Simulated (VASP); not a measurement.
# AlN (P6_3mc) in VASP: further runs, part 2 of 3

VASP 6.6.1. Earlier steps stand in the parts before.

### Step 3. Electric field gradients, PBE (zz strain of +2 %)

Input file INCAR:

```
  ALGO = Normal
  EDIFF = 1E-8
  ENCUT = 520
  GGA = PE
  ISIF = 2
  ISMEAR = -1
  LASPH = True
  LCHARG = False
  LEFG = True
  LREAL = False
  LWAVE = False
  NBANDS = 16
  NELM = 100
  PREC = Accurate
  SIGMA = 0.02
```

Input file KPOINTS:

```
k-points
0
Gamma
  11 11 6
```

Input file POSCAR:

```
AlN
1.0
    3.1110021516      0.0000000000      0.0000000000
   -1.5555010758      2.6942068945      0.0000000000
    0.0000000000      0.0000000000      5.0775600000
Al N
2 2
Direct
    0.3333333333      0.6666666667      0.0000000000
    0.6666666667      0.3333333333      0.5000000000
    0.3333333333      0.6666666667      0.3850000000
    0.6666666667      0.3333333333      0.8850000000
```

Potentials or basis: VASP PAW PBE potentials, release 64 (Al, N).

Run with:

```bash
$ cat potpaw_PBE.64/Al/POTCAR potpaw_PBE.64/N/POTCAR > POTCAR
$ mpirun -np 1 vasp_std > vasp.out
```

OUTCAR:

```text
EDIFF = 1E-8
   ENCUT = 520
   GGA = PE
   ISIF = 2
   ISMEAR = -1
   LASPH = True
   LREAL = False
   NELM = 100
   PREC = Accurate

 ion  position               nearest neighbor table
   1  0.333  0.667  0.000-   4 1.89   4 1.89   4 1.89   3 1.95   2 3.11   2 3.11   2 3.11   2 3.11
                             2 3.11   2 3.11
   2  0.667  0.333  0.500-   3 1.89   3 1.89   3 1.89   4 1.95   1 3.11   1 3.11   1 3.11   1 3.11
                             1 3.11   1 3.11
   3  0.333  0.667  0.385-   2 1.89   2 1.89   2 1.89   1 1.95
   4  0.667  0.333  0.885-   1 1.89   1 1.89   1 1.89   2 1.95

  LATTYP: Found a hexagonal cell.
 ALAT       =     3.1110021516
 C/A-ratio  =     1.6321300187

  Lattice vectors:

 A1 = (   3.1110021516,   0.0000000000,   0.0000000000)
 A2 = (  -1.5555010758,   2.6942068945,   0.0000000000)
 A3 = (   0.0000000000,   0.0000000000,   5.0775600000)

Analysis of symmetry for initial positions (statically):
=====================================================================
 Subroutine PRICEL returns:
 Original cell was already a primitive cell.

 Routine SETGRP: Setting up the symmetry group for a
 hexagonal supercell.

 Subroutine GETGRP returns: Found 12 space group operations
 (whereof  6 operations were pure point group operations)
 out of a pool of 24 trial point group operations.

The static configuration has the point symmetry C_3v.
 The point group associated with its full space group is C_6v.

Analysis of symmetry for dynamics (positions and initial velocities):
=====================================================================
 Subroutine PRICEL returns:
 Original cell was already a primitive cell.

 Routine SETGRP: Setting up the symmetry group for a
 hexagonal supercell.

 Subroutine GETGRP returns: Found 12 space group operations
 (whereof  6 operations were pure point group operations)
 out of a pool of 24 trial point group operations.

The dynamic configuration has the point symmetry C_3v.
 The point group associated with its full space group is C_6v.

 Subroutine INISYM returns: Found 12 space group operations
 (whereof  6 operations are pure point group operations),
 and found     1 'primitive' translations

----------------------------------------------------------------------------------------

                                     Primitive cell

  volume of cell :      42.5585

  direct lattice vectors                    reciprocal lattice vectors
     3.111002152  0.000000000  0.000000000     0.321439829  0.185583372  0.000000000
    -1.555501076  2.694206895  0.000000000     0.000000000  0.371166744  0.000000000
     0.000000000  0.000000000  5.077560000     0.000000000  0.000000000  0.196944989

  length of vectors
     3.111002152  3.111002152  5.077560000     0.371166744  0.371166744  0.196944989

  position of ions in fractional coordinates (direct lattice)
     0.333333333  0.666666667  0.000000000
     0.666666667  0.333333333  0.500000000
     0.333333333  0.666666667  0.385000000
     0.666666667  0.333333333  0.885000000

  ion indices of the primitive-cell ions
   primitive index   ion index
                 1           1
                 2           2
                 3           3
[... 93 lines left out ...]
     AMIX_MAG =   1.60;   BMIX_MAG =  1.00
  volume/ion in A,a.u.               =      10.64        71.80
  Fermi-wavevector in a.u.,A,eV,Ry     =   1.181552  2.232809 18.994609  1.396064
  Thomas-Fermi vector in A             =   2.317823
   LORBIT       =      0    0 simple, 1 ext, 2 COOP (PROOUT), +10 PAW based schemes
   GGA     = PE    functional components
   LHFCALC =     F    Hartree Fock is set to
   AEXX    =    0.0000 exact exchange contribution
   IVDW    =     0    specifies the selected vdW correction
   LEPSILON=     F    determine dielectric tensor
   LRPA    =     F    only Hartree local field effects (RPA)
 non-spin polarized calculation
  energy-cutoff  :      520.00
  volume of cell :       42.56
 maximum number of plane-waves:      1182
 NGX is ok and might be reduce to    24
   NGX = 11   NGY = 11   NGZ = 19

 number of electron      15.9999998 magnetization

 Free energy of the ion-electron system (eV)
  ---------------------------------------------------
  ext. energy  EPLUGINS =         0.00000000
  ---------------------------------------------------
  free energy    TOTEN  =       -29.76022663 eV

  energy without entropy =      -29.76022663  energy(sigma->0) =      -29.76022663

 E-fermi :   6.3885     XC(G=0): -10.8291

 val. band max:        5.9633711073   @ k =   0.0000   0.0000   0.0000
 cond. band min:       9.9949338644   @ k =   0.0000   0.0000   0.0000
 fundamental gap:      4.0315627571
 Fermi energy:         6.3885127998

 k-point     1 :       0.0000    0.0000    0.0000
  band No.  band energies     occupation
      1      -9.1032      2.00000
      2      -7.0985      2.00000
      3       0.0369      2.00000
      4       5.1646      2.00000
      5       5.1646      2.00000
      6       5.7584      2.00000
[... 433 lines left out ...]
      3       1.0738      2.00000
      4       2.9825      2.00000
      5       3.3632      2.00000
      6       4.5138      2.00000
[... 8 lines left out ...]
     15      18.2092      0.00000
     16      19.3718      0.00000

 [... further k-points ...]

------------------------ aborting loop because EDIFF is reached ----------------------------------------

  FORCE on cell =-STRESS in cart. coord.  units (eV):
  Direction    XX          YY          ZZ          XY          YZ          ZX
  --------------------------------------------------------------------------------------
  -------------------------------------------------------------------------------------
  Total        0.8063130      0.8063130     -1.4669065      0.0000000      0.0000000      0.0000000
  in kB       30.3548382     30.3548382    -55.2238510      0.0000000      0.0000000      0.0000000
  external PRESSURE =       1.8286084 kB  Pullay stress =       0.0000000 kB

 VOLUME and BASIS-vectors are now :
 -----------------------------------------------------------------------------
  energy-cutoff  :      520.00
  volume of cell :       42.56
      direct lattice vectors                 reciprocal lattice vectors
     3.111002152  0.000000000  0.000000000     0.321439829  0.185583372  0.000000000
    -1.555501076  2.694206895  0.000000000     0.000000000  0.371166744  0.000000000
     0.000000000  0.000000000  5.077560000     0.000000000  0.000000000  0.196944989

 POSITION                                       TOTAL-FORCE (eV/Angst)
 -----------------------------------------------------------------------------------
     -0.00000      1.79614      0.00000         0.000000     -0.000000      0.362920
      1.55550      0.89807      2.53878        -0.000000      0.000000      0.362920
     -0.00000      1.79614      1.95486         0.000000      0.000000     -0.362920
      1.55550      0.89807      4.49364        -0.000000     -0.000000     -0.362920
 -----------------------------------------------------------------------------------
    total drift:                               -0.000000      0.000000      0.000841

  FREE ENERGIE OF THE ION-ELECTRON SYSTEM (eV)
  ---------------------------------------------------
  free  energy   TOTEN  =       -29.7602266308 eV

  energy  without entropy=      -29.7602266308  energy(sigma->0) =      -29.76022663

 Electric field gradients (V/A^2)
---------------------------------------------------------------------
 ion       V_xx      V_yy      V_zz      V_xy      V_xz      V_yz
---------------------------------------------------------------------
   1      -6.425    -6.425    12.850     0.000     0.000    -0.000
   2      -6.425    -6.425    12.850     0.000    -0.000     0.000
   3      -2.186    -2.186     4.373    -0.000     0.000    -0.000
   4      -2.186    -2.186     4.373    -0.000    -0.000     0.000
---------------------------------------------------------------------

 Electric field gradients after diagonalization (V/A^2)
 (convention: |V_zz| > |V_xx| > |V_yy|)
----------------------------------------------------------------------
 ion       V_xx      V_yy      V_zz     asymmetry (V_yy - V_xx)/ V_zz
----------------------------------------------------------------------
   1      -6.425    -6.425    12.850       0.000
   2      -6.425    -6.425    12.850       0.000
   3      -2.187    -2.186     4.373       0.000
   4      -2.187    -2.186     4.373       0.000
----------------------------------------------------------------------

           NMR quadrupolar parameters

 Cq : quadrupolar parameter    Cq=e*Q*V_zz/h
 eta: asymmetry parameters     (V_yy - V_xx)/ V_zz
 Q  : nuclear electric quadrupole moment in mb (millibarn)
----------------------------------------------------------------------
 ion       Cq(MHz)       eta       Q (mb)
----------------------------------------------------------------------
   1       0.031       0.000       1.000
   2       0.031       0.000       1.000
   3       0.011       0.000       1.000
   4       0.011       0.000       1.000
----------------------------------------------------------------------
```

OSZICAR:

```text
N       E                     dE             d eps       ncg     rms          rms(c)
DAV:   1     0.408788315131E+02    0.40879E+02   -0.73871E+03  2048   0.900E+02
DAV:   2    -0.310073240565E+02   -0.71886E+02   -0.66562E+02  2888   0.186E+02
DAV:   3    -0.344309948427E+02   -0.34237E+01   -0.34150E+01  2616   0.421E+01
DAV:   4    -0.344521181463E+02   -0.21123E-01   -0.21122E-01  2536   0.374E+00
DAV:   5    -0.344524034861E+02   -0.28534E-03   -0.28534E-03  2560   0.436E-01    0.121E+01
DAV:   6    -0.297457917808E+02    0.47066E+01   -0.10759E+01  2464   0.236E+01    0.413E+00
DAV:   7    -0.297721409934E+02   -0.26349E-01   -0.65580E-01  2216   0.570E+00    0.293E+00
DAV:   8    -0.297646690147E+02    0.74720E-02   -0.61539E-02  2344   0.228E+00    0.602E-01
DAV:   9    -0.297596664166E+02    0.50026E-02   -0.12090E-02  2712   0.807E-01    0.250E-01
DAV:  10    -0.297603092208E+02   -0.64280E-03   -0.23747E-03  2248   0.303E-01    0.135E-01
DAV:  11    -0.297602231195E+02    0.86101E-04   -0.19055E-04  2408   0.105E-01    0.322E-02
DAV:  12    -0.297602268248E+02   -0.37053E-05   -0.11477E-05  2248   0.270E-02    0.731E-03
DAV:  13    -0.297602266069E+02    0.21785E-06   -0.46001E-06  2472   0.165E-02    0.425E-03
DAV:  14    -0.297602266152E+02   -0.82265E-08   -0.32937E-07  2408   0.484E-03    0.118E-03
DAV:  15    -0.297602266261E+02   -0.10932E-07   -0.16608E-08  2376   0.909E-04    0.376E-04
DAV:  16    -0.297602266308E+02   -0.47411E-08   -0.70844E-10  1304   0.226E-04
   1 F= -.29760227E+02 E0= -.29760227E+02  d E =-.131612E-11
```

It took 56 s on 1 thread of AMD EPYC 7R43 (Zen 3), shared host; peak memory 0.13 GiB.

What came out:

```
Free energy            : -29.7602 eV
Pressure               : 0.2 GPa
Largest force          : 0.363 eV/Å
Band gap on the k mesh : 4.03 eV, direct
```

Forces on the atoms (eV/Å):
```
Al   0.000  0.000  0.363
Al   0.000  0.000  0.363
N    0.000  0.000 -0.363
N    0.000  0.000 -0.363
```

Electric field gradients, principal values (V/Å²):
| atom | least | middle | greatest (by size) |
| --- | --- | --- | --- |
| 1 Al | -6.425 | -6.425 | 12.850 |
| 2 Al | -6.425 | -6.425 | 12.850 |
| 3 N | -2.186 | -2.187 | 4.373 |
| 4 N | -2.186 | -2.187 | 4.373 |

Caveat: the cell differs from its parent crystal (zz strain of +2 %); without QUAD_EFG the Cq values of the log hold for a quadrupole moment of 1 mb, not for the nuclei. A k mesh can miss the band edges.

### Step 4. Electric field gradients, PBE (zz strain of +2 %)

Input file INCAR:

```
SYSTEM = AlN
ALGO = Normal ; EDIFF = 1E-8
ENCUT = 520 ; GGA = PE
ISIF = 2 ; ISMEAR = -1
LASPH = .TRUE. ; LCHARG = .FALSE.
LEFG = .TRUE. ; LREAL = .FALSE.
LWAVE = .FALSE. ; NBANDS = 16
NELM = 100 ; PREC = Accurate
SIGMA = 0.02
```

Input file KPOINTS:

```
k-points
0
G
  11 11 6
  0 0 0
```

POSCAR is that of step 3.

Potentials or basis: VASP PAW PBE potentials, release 64 (Al, N).

Run with:

```bash
$ cat potpaw_PBE.64/Al/POTCAR potpaw_PBE.64/N/POTCAR > POTCAR
$ mpirun -np 1 vasp_std > vasp.out
```

OUTCAR:

```text
SYSTEM = AlN
   EDIFF = 1E-8
   ENCUT = 520
   GGA = PE
   ISIF = 2
   ISMEAR = -1
   LASPH = .TRUE.
   LREAL = .FALSE.
   NELM = 100
   PREC = Accurate

 ion  position               nearest neighbor table
   1  0.333  0.667  0.000-   4 1.89   4 1.89   4 1.89   3 1.95   2 3.11   2 3.11   2 3.11   2 3.11
                             2 3.11   2 3.11
   2  0.667  0.333  0.500-   3 1.89   3 1.89   3 1.89   4 1.95   1 3.11   1 3.11   1 3.11   1 3.11
                             1 3.11   1 3.11
   3  0.333  0.667  0.385-   2 1.89   2 1.89   2 1.89   1 1.95
   4  0.667  0.333  0.885-   1 1.89   1 1.89   1 1.89   2 1.95

  LATTYP: Found a hexagonal cell.
 ALAT       =     3.1110021516
 C/A-ratio  =     1.6321300187

  Lattice vectors:

 A1 = (   3.1110021516,   0.0000000000,   0.0000000000)
 A2 = (  -1.5555010758,   2.6942068945,   0.0000000000)
 A3 = (   0.0000000000,   0.0000000000,   5.0775600000)

Analysis of symmetry for initial positions (statically):
=====================================================================
 Subroutine PRICEL returns:
 Original cell was already a primitive cell.

 Routine SETGRP: Setting up the symmetry group for a
 hexagonal supercell.

 Subroutine GETGRP returns: Found 12 space group operations
 (whereof  6 operations were pure point group operations)
 out of a pool of 24 trial point group operations.

The static configuration has the point symmetry C_3v.
 The point group associated with its full space group is C_6v.

Analysis of symmetry for dynamics (positions and initial velocities):
=====================================================================
 Subroutine PRICEL returns:
 Original cell was already a primitive cell.

 Routine SETGRP: Setting up the symmetry group for a
[... 627 lines left out ...]
  Direction    XX          YY          ZZ          XY          YZ          ZX
  --------------------------------------------------------------------------------------
  -------------------------------------------------------------------------------------
  Total        0.8063130      0.8063130     -1.4669065      0.0000000      0.0000000      0.0000000
  in kB       30.3548382     30.3548382    -55.2238510      0.0000000      0.0000000      0.0000000
  external PRESSURE =       1.8286084 kB  Pullay stress =       0.0000000 kB

 VOLUME and BASIS-vectors are now :
 -----------------------------------------------------------------------------
  energy-cutoff  :      520.00
  volume of cell :       42.56
      direct lattice vectors                 reciprocal lattice vectors
     3.111002152  0.000000000  0.000000000     0.321439829  0.185583372  0.000000000
    -1.555501076  2.694206895  0.000000000     0.000000000  0.371166744  0.000000000
     0.000000000  0.000000000  5.077560000     0.000000000  0.000000000  0.196944989

 POSITION                                       TOTAL-FORCE (eV/Angst)
 -----------------------------------------------------------------------------------
     -0.00000      1.79614      0.00000         0.000000     -0.000000      0.362920
      1.55550      0.89807      2.53878        -0.000000      0.000000      0.362920
     -0.00000      1.79614      1.95486         0.000000      0.000000     -0.362920
      1.55550      0.89807      4.49364        -0.000000     -0.000000     -0.362920
 -----------------------------------------------------------------------------------
    total drift:                               -0.000000      0.000000      0.000841

  FREE ENERGIE OF THE ION-ELECTRON SYSTEM (eV)
  ---------------------------------------------------
  free  energy   TOTEN  =       -29.7602266308 eV

  energy  without entropy=      -29.7602266308  energy(sigma->0) =      -29.76022663

 Electric field gradients (V/A^2)
---------------------------------------------------------------------
 ion       V_xx      V_yy      V_zz      V_xy      V_xz      V_yz
---------------------------------------------------------------------
   1      -6.425    -6.425    12.850     0.000     0.000    -0.000
   2      -6.425    -6.425    12.850     0.000    -0.000     0.000
   3      -2.186    -2.186     4.373    -0.000     0.000    -0.000
   4      -2.186    -2.186     4.373    -0.000    -0.000     0.000
---------------------------------------------------------------------

 Electric field gradients after diagonalization (V/A^2)
 (convention: |V_zz| > |V_xx| > |V_yy|)
----------------------------------------------------------------------
 ion       V_xx      V_yy      V_zz     asymmetry (V_yy - V_xx)/ V_zz
----------------------------------------------------------------------
   1      -6.425    -6.425    12.850       0.000
   2      -6.425    -6.425    12.850       0.000
   3      -2.187    -2.186     4.373       0.000
   4      -2.187    -2.186     4.373       0.000
----------------------------------------------------------------------

           NMR quadrupolar parameters

 Cq : quadrupolar parameter    Cq=e*Q*V_zz/h
 eta: asymmetry parameters     (V_yy - V_xx)/ V_zz
 Q  : nuclear electric quadrupole moment in mb (millibarn)
----------------------------------------------------------------------
 ion       Cq(MHz)       eta       Q (mb)
----------------------------------------------------------------------
   1       0.031       0.000       1.000
   2       0.031       0.000       1.000
   3       0.011       0.000       1.000
   4       0.011       0.000       1.000
----------------------------------------------------------------------
```

OSZICAR:

```text
N       E                     dE             d eps       ncg     rms          rms(c)
DAV:   1     0.408788315131E+02    0.40879E+02   -0.73871E+03  2048   0.900E+02
DAV:   2    -0.310073240565E+02   -0.71886E+02   -0.66562E+02  2888   0.186E+02
DAV:   3    -0.344309948427E+02   -0.34237E+01   -0.34150E+01  2616   0.421E+01
DAV:   4    -0.344521181463E+02   -0.21123E-01   -0.21122E-01  2536   0.374E+00
DAV:   5    -0.344524034861E+02   -0.28534E-03   -0.28534E-03  2560   0.436E-01    0.121E+01
DAV:   6    -0.297457917808E+02    0.47066E+01   -0.10759E+01  2464   0.236E+01    0.413E+00
DAV:   7    -0.297721409934E+02   -0.26349E-01   -0.65580E-01  2216   0.570E+00    0.293E+00
DAV:   8    -0.297646690147E+02    0.74720E-02   -0.61539E-02  2344   0.228E+00    0.602E-01
DAV:   9    -0.297596664166E+02    0.50026E-02   -0.12090E-02  2712   0.807E-01    0.250E-01
DAV:  10    -0.297603092208E+02   -0.64280E-03   -0.23747E-03  2248   0.303E-01    0.135E-01
DAV:  11    -0.297602231195E+02    0.86101E-04   -0.19055E-04  2408   0.105E-01    0.322E-02
DAV:  12    -0.297602268248E+02   -0.37053E-05   -0.11477E-05  2248   0.270E-02    0.731E-03
DAV:  13    -0.297602266069E+02    0.21785E-06   -0.46001E-06  2472   0.165E-02    0.425E-03
DAV:  14    -0.297602266152E+02   -0.82265E-08   -0.32937E-07  2408   0.484E-03    0.118E-03
DAV:  15    -0.297602266261E+02   -0.10932E-07   -0.16608E-08  2376   0.909E-04    0.376E-04
DAV:  16    -0.297602266308E+02   -0.47411E-08   -0.70844E-10  1304   0.226E-04
   1 F= -.29760227E+02 E0= -.29760227E+02  d E =-.131612E-11
```

Wall time 65 s (1 thread of AMD EPYC 7R43 (Zen 3), shared host); peak memory 0.14 GiB.

Results:

```yaml
Free_energy: -29.7602 eV
Pressure: 0.2 GPa
Largest_force: 0.363 eV/Å
Band_gap_on_the_k_mesh: 4.03 eV, direct
```

Forces in eV/Å, atoms in the order of the input:
```
Al   0.000  0.000  0.363
Al   0.000  0.000  0.363
N    0.000  0.000 -0.363
N    0.000  0.000 -0.363
```

Electric field gradients, principal values (V/Å²):
| atom | least | middle | greatest (by size) |
| --- | --- | --- | --- |
| 1 Al | -6.425 | -6.425 | 12.850 |
| 2 Al | -6.425 | -6.425 | 12.850 |
| 3 N | -2.186 | -2.187 | 4.373 |
| 4 N | -2.186 | -2.187 | 4.373 |

Caveat: the cell differs from its parent crystal (zz strain of +2 %); without QUAD_EFG the Cq values of the log hold for a quadrupole moment of 1 mb, not for the nuclei. A k mesh can miss the band edges.

(Continued in part 3 of 3.)
